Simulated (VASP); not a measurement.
# GaP in VASP: single point with LDA

Aim: the single point of GaP with LDA.

All numbers are computed with VASP 6.6.1; they aren't measurements. Logs are shortened: lines on timing, memory, paths and dates and some standing lists are left out, and cuts for length are marked.

### 1 The cell of the first run

The cell holds a slab with vacuum, 14 atoms: a = 3.812 Å, b = 5.391 Å, c = 26.437 Å, α = 90.00°, β = 90.00°, γ = 90.00°.

### 2 Single point, LDA

File INCAR:

```
  PREC = Accurate
  ENCUT = 520
  EDIFF = 1E-6
  ISMEAR = 0
  SIGMA = 0.05
  LREAL = F
  LASPH = T
  NELM = 60
  ALGO = Normal
  ISIF = 2
  LWAVE = F
  LCHARG = F
  LDIPOL = T
  IDIPOL = 3
  DIPOL = 0.5 0.5 0.500
  NBANDS = 76
```

File KPOINTS:

```
regular mesh
0
Gamma
  7 5 1
```

File POSCAR:

```
GaP
1.0
    3.8122248936      0.0000000000      0.0000000000
    0.0000000000      5.3913001473      0.0000000000
    0.0000000000      0.0000000000     26.4366746807
Ga P
7 7
Direct
    0.5000000000      0.5000000000      0.2836967996
    0.0000000000      0.0000000000      0.3557978664
    0.5000000000      0.5000000000      0.4278989332
    0.0000000000      0.0000000000      0.5000000000
    0.5000000000      0.5000000000      0.5721010668
    0.0000000000      0.0000000000      0.6442021336
    0.5000000000      0.5000000000      0.7163032004
    0.0000000000      0.7500000000      0.2836967996
    0.5000000000      0.2500000000      0.3557978664
    0.0000000000      0.7500000000      0.4278989332
    0.5000000000      0.2500000000      0.5000000000
    0.0000000000      0.7500000000      0.5721010668
    0.5000000000      0.2500000000      0.6442021336
    0.0000000000      0.7500000000      0.7163032004
```

Potentials or basis: VASP PAW LDA potentials, release 64 (Ga_d, P).

The run is started by

```bash
> cat potpaw_LDA.64/Ga_d/POTCAR potpaw_LDA.64/P/POTCAR > POTCAR
> mpirun -np 1 vasp_std > vasp.out
```

OUTCAR:

```text
PREC = Accurate
   ENCUT = 520
   EDIFF = 1E-6
   ISMEAR = 0
   LREAL = F
   LASPH = T
   NELM = 60
   ISIF = 2

 ion  position               nearest neighbor table
   1  0.500  0.500  0.284-   8 2.33   8 2.33   9 2.33
   2  0.000  0.000  0.356-   9 2.33   9 2.33  10 2.33   8 2.33
   3  0.500  0.500  0.428-  10 2.33  10 2.33   9 2.33  11 2.33
   4  0.000  0.000  0.500-  11 2.33  11 2.33  12 2.33  10 2.33
   5  0.500  0.500  0.572-  12 2.33  12 2.33  13 2.33  11 2.33
   6  0.000  0.000  0.644-  13 2.33  13 2.33  12 2.33  14 2.33
   7  0.500  0.500  0.716-  14 2.33  14 2.33  13 2.33
   8  0.000  0.750  0.284-   1 2.33   1 2.33   2 2.33
   9  0.500  0.250  0.356-   2 2.33   2 2.33   3 2.33   1 2.33
  10  0.000  0.750  0.428-   3 2.33   3 2.33   2 2.33   4 2.33
  11  0.500  0.250  0.500-   4 2.33   4 2.33   5 2.33   3 2.33
  12  0.000  0.750  0.572-   5 2.33   5 2.33   6 2.33   4 2.33
  13  0.500  0.250  0.644-   6 2.33   6 2.33   5 2.33   7 2.33
  14  0.000  0.750  0.716-   7 2.33   7 2.33   6 2.33

  LATTYP: Found a simple orthorhombic cell.
 ALAT       =     3.8122248936
 B/A-ratio  =     1.4142135624
 C/A-ratio  =     6.9347101545

  Lattice vectors:

 A1 = (   3.8122248936,   0.0000000000,   0.0000000000)
 A2 = (   0.0000000000,   5.3913001473,   0.0000000000)
 A3 = (   0.0000000000,   0.0000000000,  26.4366746807)

Analysis of symmetry for initial positions (statically):
=====================================================================
 Subroutine PRICEL returns:
 Original cell was already a primitive cell.

 Routine SETGRP: Setting up the symmetry group for a
 simple orthorhombic supercell.

 Subroutine GETGRP returns: Found  4 space group operations
 (whereof  4 operations were pure point group operations)
 out of a pool of  8 trial point group operations.

The static configuration has the point symmetry C_2v.

Analysis of symmetry for dynamics (positions and initial velocities):
=====================================================================
 Subroutine PRICEL returns:
 Original cell was already a primitive cell.

 Routine SETGRP: Setting up the symmetry group for a
 simple orthorhombic supercell.

 Subroutine GETGRP returns: Found  4 space group operations
 (whereof  4 operations were pure point group operations)
 out of a pool of  8 trial point group operations.

The dynamic configuration has the point symmetry C_2v.

 Subroutine INISYM returns: Found  4 space group operations
 (whereof  4 operations are pure point group operations),
 and found     1 'primitive' translations

----------------------------------------------------------------------------------------

                                     Primitive cell

  volume of cell :     543.3490

  direct lattice vectors                    reciprocal lattice vectors
     3.812224894  0.000000000  0.000000000     0.262314010  0.000000000  0.000000000
     0.000000000  5.391300147  0.000000000     0.000000000  0.185484015  0.000000000
     0.000000000  0.000000000 26.436674681     0.000000000  0.000000000  0.037826240

  length of vectors
     3.812224894  5.391300147 26.436674681     0.262314010  0.185484015  0.037826240

  position of ions in fractional coordinates (direct lattice)
     0.500000000  0.500000000  0.283696800
     0.000000000  0.000000000  0.355797866
     0.500000000  0.500000000  0.427898933
     0.000000000  0.000000000  0.500000000
     0.500000000  0.500000000  0.572101067
     0.000000000  0.000000000  0.644202134
     0.500000000  0.500000000  0.716303200
     0.000000000  0.750000000  0.283696800
     0.500000000  0.250000000  0.355797866
     0.000000000  0.750000000  0.427898933
     0.500000000  0.250000000  0.500000000
     0.000000000  0.750000000  0.572101067
     0.500000000  0.250000000  0.644202134
     0.000000000  0.750000000  0.716303200

  ion indices of the primitive-cell ions
   primitive index   ion index
                 1           1
                 2           2
                 3           3
                 4           4
                 5           5
                 6           6
                 7           7
                 8           8
                 9           9
                10          10
                11          11
                12          12
                13          13
                14          14

----------------------------------------------------------------------------------------

 KPOINTS: regular mesh

Automatic generation of k-mesh.
 Grid dimensions read from file:
 generate k-points for:    7    5    1

 Generating k-lattice:

  Cartesian coordinates                     Fractional coordinates (reciprocal lattice)
     0.037473430  0.000000000  0.000000000     0.142857143  0.000000000  0.000000000
     0.000000000  0.037096803  0.000000000     0.000000000  0.200000000  0.000000000
     0.000000000  0.000000000  0.037826240     0.000000000  0.000000000  1.000000000

  Length of vectors
     0.037473430  0.037096803  0.037826240

  Shift w.r.t. Gamma in fractional coordinates (k-lattice)
     0.000000000  0.000000000  0.000000000

 Subroutine IBZKPT returns following result:
 ===========================================

 Found     12 irreducible k-points:

 Following reciprocal coordinates:
            Coordinates               Weight
  0.000000  0.000000  0.000000      1.000000
  0.142857  0.000000  0.000000      2.000000
  0.285714  0.000000  0.000000      2.000000
  0.428571  0.000000  0.000000      2.000000
  0.000000  0.200000  0.000000      2.000000
  0.142857  0.200000  0.000000      4.000000
  0.285714  0.200000  0.000000      4.000000
  0.428571  0.200000  0.000000      4.000000
  0.000000  0.400000  0.000000      2.000000
  0.142857  0.400000  0.000000      4.000000
  0.285714  0.400000  0.000000      4.000000
  0.428571  0.400000  0.000000      4.000000
   k-points           NKPTS =     12   k-points in BZ     NKDIM =     12   number of bands    NBANDS=     76
   number of dos      NEDOS =    301   number of ions     NIONS =     14
   total plane-waves  NPLWV = 224000
   dimension x,y,z NGX =    28 NGY =   40 NGZ =  200
   dimension x,y,z NGXF=    56 NGYF=   80 NGZF=  400
   ions per type =               7   7
   NGX,Y,Z   is equivalent  to a cutoff of  12.21, 12.33, 12.58 a.u.
   NGXF,Y,Z  is equivalent  to a cutoff of  24.42, 24.67, 25.15 a.u.
 SYSTEM =  unknown system
   PREC   = accura    normal or accurate (medium, high low for compatibility)
   ISTART =      0    job   : 0-new  1-cont  2-samecut
   ICHARG =      2    charge: 1-file 2-atom 10-const
   ISPIN  =      1    spin polarized calculation?
   LNONCOLLINEAR =      F non collinear calculations
   LSORBIT =      F    spin-orbit coupling
   LASPH  =      T    aspherical Exc in radial PAW
   ENCUT  =  520.0 eV  38.22 Ry    6.18 a.u.   7.09 10.02 49.15*2*pi/ulx,y,z
   NELM   =     60;   NELMIN=  2; NELMDL= -5     # of ELM steps
   EDIFF  = 0.1E-05   stopping-criterion for ELM
   LREAL  =      F    real-space projection
   EDIFFG = 0.1E-04   stopping-criterion for IOM
   NSW    =      0    number of steps for IOM
   IBRION =     -1    ionic relax: 0-MD 1-quasi-New 2-CG
   NFREE  =      0    steps in history (QN), initial steepest desc. (CG)
   ISIF   =      2    stress and relaxation
   ISYM   =      2    0-nonsym 1-usesym 2-fastsym
   POTIM  = 0.5000    time-step for ionic-motion
   TEBEG  =    0.0;   TEEND  =   0.0 temperature during run
   PSTRESS=    0.0 pullay stress
   NELECT =     126.0000    total number of electrons
   NUPDOWN=      -1.0000    fix difference up-down
   EMIN   =  10.00;   EMAX   =-10.00  energy-range for DOS
   EFERMI =   0.00;   METHOD = LEGACY
   ISMEAR =     0;   SIGMA  =   0.05  broadening in eV -4-tet -1-fermi 0-gaus
   EFERMI_NEDOS =   21; number of points for ismear=-14 and -15
   IALGO  =     38    algorithm
   IMIX   =      4    mixing-type and parameters
     AMIX     =   0.40;   BMIX     =  1.00
     AMIX_MAG =   1.60;   BMIX_MAG =  1.00
  volume/ion in A,a.u.               =      38.81       261.91
  Fermi-wavevector in a.u.,A,eV,Ry     =   1.005786  1.900659 13.763716  1.011605
  Thomas-Fermi vector in A             =   2.138487
   LORBIT       =      0    0 simple, 1 ext, 2 COOP (PROOUT), +10 PAW based schemes
   GGA     = CA    functional components
   LHFCALC =     F    Hartree Fock is set to
   AEXX    =    0.0000 exact exchange contribution
   IVDW    =     0    specifies the selected vdW correction
   LEPSILON=     F    determine dielectric tensor
   LRPA    =     F    only Hartree local field effects (RPA)
 non-spin polarized calculation
 Gauss-broadening in eV      SIGMA  =   0.05
  energy-cutoff  :      520.00
  volume of cell :      543.35
 maximum number of plane-waves:     14684
   NGX = 15   NGY = 21   NGZ = 99

 number of electron     126.0000101 magnetization

 dipolmoment           0.000000      0.000000      0.000000 electrons x Angstroem

 Free energy of the ion-electron system (eV)
  ---------------------------------------------------
  ext. energy  EPLUGINS =         0.00000000
  ---------------------------------------------------
  free energy    TOTEN  =       -69.17986378 eV

  energy without entropy =      -69.17986378  energy(sigma->0) =      -69.17986378

 E-fermi :   0.0906     XC(G=0):  -5.8472

 val. band max:       -0.1345700640   @ k =   0.0000   0.2000   0.0000
 cond. band min:       0.3452772392   @ k =   0.4286   0.4000   0.0000
 fundamental gap:      0.4798473033
 Fermi energy:         0.0905906972

 k-point     1 :       0.0000    0.0000    0.0000
  band No.  band energies     occupation
      1     -15.0912      2.00000
      2     -15.0841      2.00000
      3     -15.0773      2.00000
      4     -15.0527      2.00000
      5     -15.0520      2.00000
      6     -15.0326      2.00000
[... 67 lines left out ...]
     74       3.7679      0.00000
     75       3.7901      0.00000

 k-point     2 :       0.1429    0.0000    0.0000
  band No.  band energies     occupation
      1     -15.0867      2.00000
      2     -15.0825      2.00000
      3     -15.0790      2.00000
      4     -15.0493      2.00000
      5     -15.0483      2.00000
      6     -15.0380      2.00000
[... 67 lines left out ...]
     74       3.8987      0.00000
     75       3.9729      0.00000

 k-point     3 :       0.2857    0.0000    0.0000
  band No.  band energies     occupation
      1     -15.0880      2.00000
      2     -15.0809      2.00000
      3     -15.0743      2.00000
      4     -15.0569      2.00000
      5     -15.0428      2.00000
      6     -15.0425      2.00000
[... 691 lines left out ...]
     74       4.6329      0.00000
     75       4.7397      0.00000

 k-point    12 :       0.4286    0.4000    0.0000
  band No.  band energies     occupation
      1     -15.0835      2.00000
      2     -15.0753      2.00000
      3     -15.0643      2.00000
      4     -15.0625      2.00000
      5     -15.0552      2.00000
      6     -15.0414      2.00000
[... 67 lines left out ...]
     74       4.4149      0.00000
     75       4.6664      0.00000
 [bands above 75 left out]

------------------------ aborting loop because EDIFF is reached ----------------------------------------

 vacuum level on the upper side and lower side of the slab       (xc-potential included)        -0.189        -0.189

  FORCE on cell =-STRESS in cart. coord.  units (eV):
  Direction    XX          YY          ZZ          XY          YZ          ZX
  --------------------------------------------------------------------------------------
  -------------------------------------------------------------------------------------
  Total       -2.6789715     -3.1457901      0.4065531      0.0000000      0.0000000      0.0000000
  in kB       -7.8995041     -9.2760156      1.1988062      0.0000000      0.0000000      0.0000000
  external PRESSURE =      -5.3255712 kB  Pullay stress =       0.0000000 kB

 VOLUME and BASIS-vectors are now :
 -----------------------------------------------------------------------------
  energy-cutoff  :      520.00
  volume of cell :      543.35
      direct lattice vectors                 reciprocal lattice vectors
     3.812224894  0.000000000  0.000000000     0.262314010  0.000000000  0.000000000
     0.000000000  5.391300147  0.000000000     0.000000000  0.185484015  0.000000000
     0.000000000  0.000000000 26.436674681     0.000000000  0.000000000  0.037826240

 POSITION                                       TOTAL-FORCE (eV/Angst)
 -----------------------------------------------------------------------------------
      1.90611      2.69565      7.50000        -0.000000      1.307735      1.443420
      0.00000      0.00000      9.40611         0.000000     -0.344053      0.192740
      1.90611      2.69565     11.31222         0.000000      0.351215      0.102337
      0.00000      0.00000     13.21834         0.000000     -0.174959     -0.000000
      1.90611      2.69565     15.12445         0.000000      0.351215     -0.102337
      0.00000      0.00000     17.03056         0.000000     -0.344053     -0.192740
      1.90611      2.69565     18.93667        -0.000000      1.307735     -1.443420
      0.00000      4.04348      7.50000         0.000000     -0.420368     -1.323282
      1.90611      1.34783      9.40611         0.000000     -0.703589     -0.515805
      0.00000      4.04348     11.31222         0.000000     -0.021397      0.071267
      1.90611      1.34783     13.21834         0.000000     -0.164127     -0.000000
      0.00000      4.04348     15.12445         0.000000     -0.021397     -0.071267
      1.90611      1.34783     17.03056         0.000000     -0.703589      0.515805
      0.00000      4.04348     18.93667         0.000000     -0.420368      1.323282
 -----------------------------------------------------------------------------------
    total drift:                                0.000000     -0.000050      0.000000

  FREE ENERGIE OF THE ION-ELECTRON SYSTEM (eV)
  ---------------------------------------------------
  free  energy   TOTEN  =       -69.1798637848 eV

  energy  without entropy=      -69.1798637848  energy(sigma->0) =      -69.17986378

 vacuum level on the upper side and lower side of the slab         4.910         4.910
```

Run time: 16 min. Hardware: 1 thread of Intel Xeon Platinum 8375C at 2.90GHz (Ice Lake), shared host; peak memory 0.6 GiB.

What came out:

- Free energy: -69.1799 eV
- Largest force: 1.948 eV/Å
- Band gap on the k mesh: 0.48 eV, indirect (least direct gap 0.59 eV)

Forces on the atoms (eV/Å):
```
Ga   0.000  1.308  1.443
Ga   0.000 -0.344  0.193
Ga   0.000  0.351  0.102
Ga   0.000 -0.175  0.000
Ga   0.000  0.351 -0.102
Ga   0.000 -0.344 -0.193
Ga   0.000  1.308 -1.443
P    0.000 -0.420 -1.323
P    0.000 -0.704 -0.516
P    0.000 -0.021  0.071
P    0.000 -0.164  0.000
P    0.000 -0.021 -0.071
P    0.000 -0.704  0.516
P    0.000 -0.420  1.323
```

Levels at points of the mesh, in eV from the valence-band top:
```csv
k point,band 61,band 62,band 63,band 64,band 65,band 66
"(0.00, 0.00, 0.00)",-0.10,-0.05,-0.02,0.66,1.39,1.66
```
